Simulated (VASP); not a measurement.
Set up this calculation in VASP 6.6.1, as the native input.

- Task: single point
- Functional: r2SCAN
- Potentials or basis: VASP PAW PBE potentials, release 64 (C)
- Cutoff: 520 eV
- k mesh: 7 × 7 × 27
- Occupations: fermi-dirac, width 0.1 eV
- Spin: no spin polarisation
- Dipole correction: no
- Further INCAR settings: ALGO = Normal; EDIFF = 1e-07; NBANDS = 13

The system is C.

```xyz
3
Lattice="6.1022 0.0000 0.0000 -3.0511 5.2846 0.0000 0.0000 0.0000 1.3094" Properties=species:S:1:pos:R:3 pbc="T T T"
C    -3.0511    5.2846    0.0000
C     0.0000    3.5231    0.6547
C     3.0511    1.7615    0.6547
```

The input as run:

POSCAR

```
C
1.0
    6.1021645844      0.0000000001      0.0000000000
   -3.0510822923      5.2846295482      0.0000000000
    0.0000000000      0.0000000000      1.3094054030
C
3
Direct
    0.0000000000      1.0000000000      0.0000000000
    0.3333333333      0.6666666667      0.5000000000
    0.6666666667      0.3333333333      0.5000000000
```

INCAR.step1

```
SYSTEM = C
ALGO     = Normal         ! electronic algorithm
EDIFF    = 1E-4           ! SCF threshold, eV
ENCUT    = 520            ! plane-wave cutoff, eV
GGA      = PE             ! functional
ISMEAR   = -1             ! smearing method
LASPH    = .True.         ! aspherical terms in the spheres
LCHARG   = .False.        ! write CHGCAR
LREAL    = .False.        ! projectors in reciprocal space
LWAVE    = .True.         ! write WAVECAR
NBANDS   = 13             ! bands
NELM     = 60             ! most SCF steps
PREC     = Accurate       ! precision mode
SIGMA    = 0.1            ! smearing width, eV
```

INCAR.step2

```
SYSTEM = C
ALGO     = Normal         ! electronic algorithm
EDIFF    = 1E-7           ! SCF threshold, eV
ENCUT    = 520            ! plane-wave cutoff, eV
ISIF     = 2              ! what is computed and relaxed
ISMEAR   = -1             ! smearing method
ISTART   = 1            
LASPH    = .True.         ! aspherical terms in the spheres
LCHARG   = .True.         ! write CHGCAR
LELF     = .True.         ! ELF
LMIXTAU  = .True.       
LREAL    = .False.        ! projectors in reciprocal space
LVHAR    = .True.       
LWAVE    = .False.        ! write WAVECAR
METAGGA  = R2SCAN         ! meta-GGA
NBANDS   = 13             ! bands
NELM     = 60             ! most SCF steps
PREC     = Accurate       ! precision mode
SIGMA    = 0.1            ! smearing width, eV
```

KPOINTS

```
k-points
0
Gamma
  7 7 27
  0 0 0
```

Potentials or basis: VASP PAW PBE potentials, release 64 (C).

Command:

```sh
$ cat potpaw_PBE.64/C/POTCAR > POTCAR
$ cp INCAR.step1 INCAR
$ mpirun -np 1 vasp_std > vasp.out
$ cp INCAR.step2 INCAR
$ mpirun -np 1 vasp_std > vasp.out
```

Results of the run:

```yaml
Pressure: -12.0 GPa
Band_gap_on_the_k_mesh: zero (bands 6 and 7 overlap by 14.48 eV)
```

Caveat: the cell stands under tension; the PAW data sets were made with another functional, which shifts forces and pressure a little.

It took 4.4 min on 1 thread of Intel(R) Xeon(R) Platinum 8259CL CPU @ 2.50GHz (Skylake/Cascade Lake) (shared host), peak memory 0.19 GiB.
